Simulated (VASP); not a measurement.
# CaZn3 (Pm-3m) in VASP: further runs, part 2 of 2

VASP 6.6.1. The steps go on from the part before.

## (4) Single point, LDA

This run uses another cell than the first one, of 17.00 Å³/atom.

The input, INCAR:

```
SYSTEM = CaZn3
  ALGO = Normal
  EDIFF = 1E-7
  ENCUT = 520
  GGA = CA
  ISIF = 2
  ISMEAR = 1
  LASPH = .True.
  LCHARG = .False.
  LREAL = .False.
  LWAVE = .False.
  NBANDS = 31
  NELM = 60
  PREC = Accurate
  SIGMA = 0.15
```

The input, KPOINTS:

```
k-points
0
Gamma
  5 5 5
  0 0 0
```

The input, POSCAR:

```
CaZn3
1.0
    4.0816920460      0.0000000000      0.0000000000
    0.0000000000      4.0816920460      0.0000000000
    0.0000000000      0.0000000000      4.0816920460
Ca Zn
1 3
Direct
    0.0000000000      0.0000000000      0.0000000000
    0.5000000000      0.5000000000      0.0000000000
    0.5000000000      0.0000000000      0.5000000000
    0.0000000000      0.5000000000      0.5000000000
```

Potentials or basis: VASP PAW LDA potentials, release 64 (Ca_sv, Zn).

The run is started by

```console
$ cat potpaw_LDA.64/Ca_sv/POTCAR potpaw_LDA.64/Zn/POTCAR > POTCAR
$ mpirun -np 1 vasp_std > vasp.out
```

OUTCAR:

```text
SYSTEM = CaZn3
   EDIFF = 1E-7
   ENCUT = 520
   GGA = CA
   ISIF = 2
   ISMEAR = 1
   LASPH = .True.
   LREAL = .False.
   NELM = 60
   PREC = Accurate

 ion  position               nearest neighbor table
   1  0.000  0.000  0.000-   2 2.89   3 2.89   4 2.89   3 2.89   4 2.89   2 2.89   4 2.89   4 2.89
                             2 2.89   3 2.89   3 2.89   2 2.89
   2  0.500  0.500  0.000-   1 2.89   3 2.89   4 2.89   3 2.89   4 2.89   1 2.89   3 2.89   3 2.89
                             1 2.89   4 2.89   4 2.89   1 2.89
   3  0.500  0.000  0.500-   1 2.89   2 2.89   4 2.89   1 2.89   2 2.89   2 2.89   4 2.89   2 2.89
                             1 2.89   4 2.89   1 2.89   4 2.89
   4  0.000  0.500  0.500-   1 2.89   2 2.89   3 2.89   1 2.89   2 2.89   1 2.89   3 2.89   1 2.89
                             2 2.89   3 2.89   2 2.89   3 2.89

  LATTYP: Found a simple cubic cell.
 ALAT       =     4.0816920460

  Lattice vectors:

 A1 = (   4.0816920460,   0.0000000000,   0.0000000000)
 A2 = (   0.0000000000,   4.0816920460,   0.0000000000)
 A3 = (   0.0000000000,   0.0000000000,   4.0816920460)

Analysis of symmetry for initial positions (statically):
=====================================================================
 Subroutine PRICEL returns:
 Original cell was already a primitive cell.

 Routine SETGRP: Setting up the symmetry group for a
 simple cubic supercell.

 Subroutine GETGRP returns: Found 48 space group operations
 (whereof 48 operations were pure point group operations)
 out of a pool of 48 trial point group operations.

The static configuration has the point symmetry O_h .

Analysis of symmetry for dynamics (positions and initial velocities):
=====================================================================
 Subroutine PRICEL returns:
 Original cell was already a primitive cell.

 Routine SETGRP: Setting up the symmetry group for a
 simple cubic supercell.

 Subroutine GETGRP returns: Found 48 space group operations
 (whereof 48 operations were pure point group operations)
 out of a pool of 48 trial point group operations.

The dynamic configuration has the point symmetry O_h .

 Subroutine INISYM returns: Found 48 space group operations
 (whereof 48 operations are pure point group operations),
 and found     1 'primitive' translations

----------------------------------------------------------------------------------------

                                     Primitive cell

  volume of cell :      68.0018

  direct lattice vectors                    reciprocal lattice vectors
     4.081692046  0.000000000  0.000000000     0.244996435  0.000000000  0.000000000
     0.000000000  4.081692046  0.000000000     0.000000000  0.244996435  0.000000000
     0.000000000  0.000000000  4.081692046     0.000000000  0.000000000  0.244996435

  length of vectors
     4.081692046  4.081692046  4.081692046     0.244996435  0.244996435  0.244996435

  position of ions in fractional coordinates (direct lattice)
     0.000000000  0.000000000  0.000000000
     0.500000000  0.500000000  0.000000000
     0.500000000  0.000000000  0.500000000
     0.000000000  0.500000000  0.500000000

[... 30 lines left out ...]

 Found     10 irreducible k-points:

 Following reciprocal coordinates:
            Coordinates               Weight
  0.000000  0.000000  0.000000      1.000000
  0.200000  0.000000  0.000000      6.000000
  0.400000  0.000000  0.000000      6.000000
  0.200000  0.200000  0.000000     12.000000
  0.400000  0.200000  0.000000     24.000000
  0.400000  0.400000  0.000000     12.000000
  0.200000  0.200000  0.200000      8.000000
  0.400000  0.200000  0.200000     24.000000
  0.400000  0.400000  0.200000     24.000000
  0.400000  0.400000  0.400000      8.000000
   k-points           NKPTS =     10   k-points in BZ     NKDIM =     10   number of bands    NBANDS=     31
   number of dos      NEDOS =    301   number of ions     NIONS =      4
   total plane-waves  NPLWV =  27000
   dimension x,y,z NGX =    30 NGY =   30 NGZ =   30
   dimension x,y,z NGXF=    60 NGYF=   60 NGZF=   60
   ions per type =               1   3
   NGX,Y,Z   is equivalent  to a cutoff of  12.22, 12.22, 12.22 a.u.
   NGXF,Y,Z  is equivalent  to a cutoff of  24.44, 24.44, 24.44 a.u.
 SYSTEM =  CaZn3
   PREC   = accura    normal or accurate (medium, high low for compatibility)
   ISTART =      0    job   : 0-new  1-cont  2-samecut
   ICHARG =      2    charge: 1-file 2-atom 10-const
   ISPIN  =      1    spin polarized calculation?
   LNONCOLLINEAR =      F non collinear calculations
   LSORBIT =      F    spin-orbit coupling
   LASPH  =      T    aspherical Exc in radial PAW
   ENCUT  =  520.0 eV  38.22 Ry    6.18 a.u.   7.59  7.59  7.59*2*pi/ulx,y,z
   NELM   =     60;   NELMIN=  2; NELMDL= -5     # of ELM steps
   EDIFF  = 0.1E-06   stopping-criterion for ELM
   LREAL  =      F    real-space projection
   EDIFFG = 0.1E-05   stopping-criterion for IOM
   NSW    =      0    number of steps for IOM
   IBRION =     -1    ionic relax: 0-MD 1-quasi-New 2-CG
   NFREE  =      0    steps in history (QN), initial steepest desc. (CG)
   ISIF   =      2    stress and relaxation
   ISYM   =      2    0-nonsym 1-usesym 2-fastsym
   POTIM  = 0.5000    time-step for ionic-motion
   TEBEG  =    0.0;   TEEND  =   0.0 temperature during run
   PSTRESS=    0.0 pullay stress
   NELECT =      46.0000    total number of electrons
   NUPDOWN=      -1.0000    fix difference up-down
   EMIN   =  10.00;   EMAX   =-10.00  energy-range for DOS
   EFERMI =   0.00;   METHOD = LEGACY
   ISMEAR =     1;   SIGMA  =   0.15  broadening in eV -4-tet -1-fermi 0-gaus
   EFERMI_NEDOS =   21; number of points for ismear=-14 and -15
   IALGO  =     38    algorithm
   IMIX   =      4    mixing-type and parameters
     AMIX     =   0.40;   BMIX     =  1.00
     AMIX_MAG =   1.60;   BMIX_MAG =  1.00
  volume/ion in A,a.u.               =      17.00       114.72
  Fermi-wavevector in a.u.,A,eV,Ry     =   1.437101  2.715727 28.099547  2.065258
  Thomas-Fermi vector in A             =   2.556216
   LORBIT       =      0    0 simple, 1 ext, 2 COOP (PROOUT), +10 PAW based schemes
   GGA     = CA    functional components
   LHFCALC =     F    Hartree Fock is set to
   AEXX    =    0.0000 exact exchange contribution
   IVDW    =     0    specifies the selected vdW correction
   LEPSILON=     F    determine dielectric tensor
   LRPA    =     F    only Hartree local field effects (RPA)
 non-spin polarized calculation
 Methfessel and Paxton  Order N= 1 SIGMA  =   0.15
  energy-cutoff  :      520.00
  volume of cell :       68.00
 maximum number of plane-waves:      1845
 NGX is ok and might be reduce to    30
   NGX = 15   NGY = 15   NGZ = 15

 number of electron      45.9999990 magnetization

 Free energy of the ion-electron system (eV)
  ---------------------------------------------------
  ext. energy  EPLUGINS =         0.00000000
  ---------------------------------------------------
  free energy    TOTEN  =        -8.04722086 eV

  energy without entropy =       -8.04586285  energy(sigma->0) =       -8.04676819

 E-fermi :   3.3022     XC(G=0): -11.3763

 val. band max:        3.1998873365   @ k =   0.4000   0.4000   0.4000
 cond. band min:       3.3465545287   @ k =   0.4000   0.2000   0.2000
 fundamental gap:      0.1466671922
 Fermi energy:         3.3022331440

 k-point     1 :       0.0000    0.0000    0.0000
  band No.  band energies     occupation
      1     -36.5009      2.00000
      2     -17.9196      2.00000
      3     -17.9196      2.00000
      4     -17.9196      2.00000
      5      -5.5399      2.00000
      6      -4.5939      2.00000
[... 329 lines left out ...]
     30       9.8836      0.00000
     31       9.8836      0.00000

------------------------ aborting loop because EDIFF is reached ----------------------------------------

  FORCE on cell =-STRESS in cart. coord.  units (eV):
  Direction    XX          YY          ZZ          XY          YZ          ZX
  --------------------------------------------------------------------------------------
  -------------------------------------------------------------------------------------
  Total        1.8571671      1.8571671      1.8571671     -0.0000000      0.0000000     -0.0000000
  in kB       43.7563262     43.7563262     43.7563262     -0.0000000      0.0000000     -0.0000000
  external PRESSURE =      43.7563262 kB  Pullay stress =       0.0000000 kB

 VOLUME and BASIS-vectors are now :
 -----------------------------------------------------------------------------
  energy-cutoff  :      520.00
  volume of cell :       68.00
      direct lattice vectors                 reciprocal lattice vectors
     4.081692046  0.000000000  0.000000000     0.244996435  0.000000000  0.000000000
     0.000000000  4.081692046  0.000000000     0.000000000  0.244996435  0.000000000
     0.000000000  0.000000000  4.081692046     0.000000000  0.000000000  0.244996435

 POSITION                                       TOTAL-FORCE (eV/Angst)
 -----------------------------------------------------------------------------------
      0.00000      0.00000      0.00000         0.000000      0.000000      0.000000
      2.04085      2.04085      0.00000         0.000000      0.000000      0.000000
      2.04085      0.00000      2.04085         0.000000      0.000000      0.000000
      0.00000      2.04085      2.04085         0.000000      0.000000      0.000000
 -----------------------------------------------------------------------------------
    total drift:                                0.000000      0.000000     -0.000000

  FREE ENERGIE OF THE ION-ELECTRON SYSTEM (eV)
  ---------------------------------------------------
  free  energy   TOTEN  =        -8.0472208608 eV

  energy  without entropy=       -8.0458628480  energy(sigma->0) =       -8.04676819
```

OSZICAR:

```text
N       E                     dE             d eps       ncg     rms          rms(c)
DAV:   1     0.334395484628E+03    0.33440E+03   -0.22534E+04   620   0.210E+03
DAV:   2     0.127256593400E+02   -0.32167E+03   -0.31084E+03   620   0.417E+02
DAV:   3    -0.836345690994E+01   -0.21089E+02   -0.20744E+02   732   0.118E+02
DAV:   4    -0.906526595233E+01   -0.70181E+00   -0.69996E+00   879   0.169E+01
DAV:   5    -0.907108308009E+01   -0.58171E-02   -0.58154E-02   747   0.139E+00    0.543E+00
DAV:   6    -0.811668299622E+01    0.95440E+00   -0.43037E+00   776   0.305E+01    0.410E+00
DAV:   7    -0.806652267236E+01    0.50160E-01   -0.52453E-01   690   0.825E+00    0.189E+00
DAV:   8    -0.804932927359E+01    0.17193E-01   -0.25576E-02   743   0.136E+00    0.525E-01
DAV:   9    -0.804728228753E+01    0.20470E-02   -0.26254E-03   813   0.379E-01    0.504E-02
DAV:  10    -0.804722828785E+01    0.54000E-04   -0.33318E-04   767   0.122E-01    0.145E-02
DAV:  11    -0.804722089243E+01    0.73954E-05   -0.35150E-05   739   0.429E-02    0.107E-02
DAV:  12    -0.804722083777E+01    0.54656E-07   -0.16809E-06   813   0.142E-02    0.298E-03
DAV:  13    -0.804722086076E+01   -0.22988E-07   -0.21127E-07   577   0.425E-03
   1 F= -.80472209E+01 E0= -.80467682E+01  d E =-.135801E-02
```

stdout:

```text
POSCAR found type information on POSCAR CaZn
 POSCAR found :  2 types and       4 ions
 scaLAPACK will be used
 LDA part: xc-table for (Slater(with rela. corr.)+CA(PZ))
 , standard interpolation
 POSCAR, INCAR and KPOINTS ok, starting setup
 FFT: planning ... GRIDC
 FFT: planning ... GRID_SOFT
 FFT: planning ... GRID
 WAVECAR not read
 entering main loop
```

It took 15 s on 1 thread of Intel Xeon Platinum 8488C (Sapphire Rapids), shared host; peak memory 0.15 GiB.

What came out:

```
Free energy            : -8.0472 eV
Pressure               : 4.4 GPa
Band gap on the k mesh : zero (bands 23 and 24 overlap by 1.09 eV)
```

Caveat: the cell stands under pressure.

## (5) Single point, LDA

This run uses another cell than the first one, of 17.47 Å³/atom.

The input, INCAR:

```
SYSTEM = CaZn3
PREC = Accurate
ENCUT = 520
EDIFF = 1E-7
ISMEAR = 1
SIGMA = 0.15
LREAL = .False.
LASPH = .True.
NELM = 100
ALGO = Normal
ISIF = 2
LWAVE = .False.
LCHARG = .False.
NBANDS = 31
```

The input, KPOINTS:

```
Automatic mesh
0
Gamma
  5 5 5
  0 0 0
```

The input, POSCAR:

```
CaZn3
1.0
    4.1193176274      0.0000000000      0.0000000000
    0.0000000000      4.1193176274      0.0000000000
    0.0000000000      0.0000000000      4.1193176274
Ca Zn
1 3
Direct
    0.0000000000      0.0000000000      0.0000000000
    0.5000000000      0.5000000000      0.0000000000
    0.5000000000      0.0000000000      0.5000000000
    0.0000000000      0.5000000000      0.5000000000
```

The run is started by

```console
$ cat potpaw_LDA.64/Ca_sv/POTCAR potpaw_LDA.64/Zn/POTCAR > POTCAR
$ mpirun -np 1 vasp_std > vasp.out
```

It took 14 s on 1 thread of Intel Xeon Platinum 8488C (Sapphire Rapids), shared host; peak memory 0.16 GiB.

Results (log left out):

```yaml
Free_energy: -8.0872 eV
Pressure: 2.4 GPa
Band_gap_on_the_k_mesh: zero (bands 23 and 24 overlap by 1.10 eV)
```

Levels at points of the mesh, in eV from the Fermi level:
```tsv
k point	band 19	band 20	band 21	band 22	band 23	band 24	band 25	band 26
(0.00, 0.00, 0.00)	-6.91	-6.91	-0.64	-0.64	0.14	0.14	0.14	4.05
```

## (6) Summary

| cell | gap on the mesh (eV) | pressure (GPa) |
| --- | --- | --- |
| a = 4.047 Å, 4 atoms | none | 6.5 |
| a = 4.017 Å, 4 atoms | none | 8.5 |
| a = 4.082 Å, 4 atoms | none | 4.4 |
| a = 4.119 Å, 4 atoms | none | 2.4 |

Alike in all rows: task single point; level LDA; potentials or basis VASP PAW LDA potentials, release 64 (Ca_sv, Zn); no spin polarisation; k mesh 5 × 5 × 5; cutoff (eV) 520; smearing methfessel-paxton 0.15 eV.

Caveats: the cell stands under pressure (at least some runs).

Total energies depend on the potentials used, so only differences within one code and one set of settings carry meaning.
